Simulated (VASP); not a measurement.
A run of VASP 6.6.1:

File INCAR:

```
SYSTEM = KNb3O
ALGO = Normal
EDIFF = 1E-7
ENCUT = 520
GGA = PE
ISIF = 2
ISMEAR = 0
LASPH = .True.
LCHARG = .True.
LELF = .True.
LREAL = .False.
LVHAR = .True.
LWAVE = .False.
NBANDS = 35
NELM = 60
PREC = Accurate
SIGMA = 0.1
```

The input KPOINTS:

```
k-points
0
Gamma
  6 6 4
  0 0 0
```

POSCAR

```
KNb3O
1.0
    3.5447598431      0.0000000000      0.0000000000
    0.0000000000      3.5447598431      0.0000000000
    0.0000000000      0.0000000000      7.1711472958
K Nb O
1 3 1
Direct
    0.5000000000      0.5000000000      0.5000000000
    0.5000000000      0.5000000000      0.0000000000
    0.0000000000      0.0000000000      0.7937631831
    0.0000000000      0.0000000000      0.2062368169
    0.0000000000      0.0000000000      0.5000000000
```

Potentials or basis: VASP PAW PBE potentials, release 64 (K_sv, Nb_sv, O).

The run is started by

```sh
$ cat potpaw_PBE.64/K_sv/POTCAR potpaw_PBE.64/Nb_sv/POTCAR potpaw_PBE.64/O/POTCAR > POTCAR
$ mpirun -np 1 vasp_std > vasp.out
```

Hardware: 1 thread of AMD EPYC 7R13, on a shared host.

**Question.** How long does it take, and how much memory?

**Answer.** Wall time 2.7 min on 1 thread of AMD EPYC 7R13, on a shared host, peak memory 0.21 GiB. Counts: scf iterations 15, k points 30.
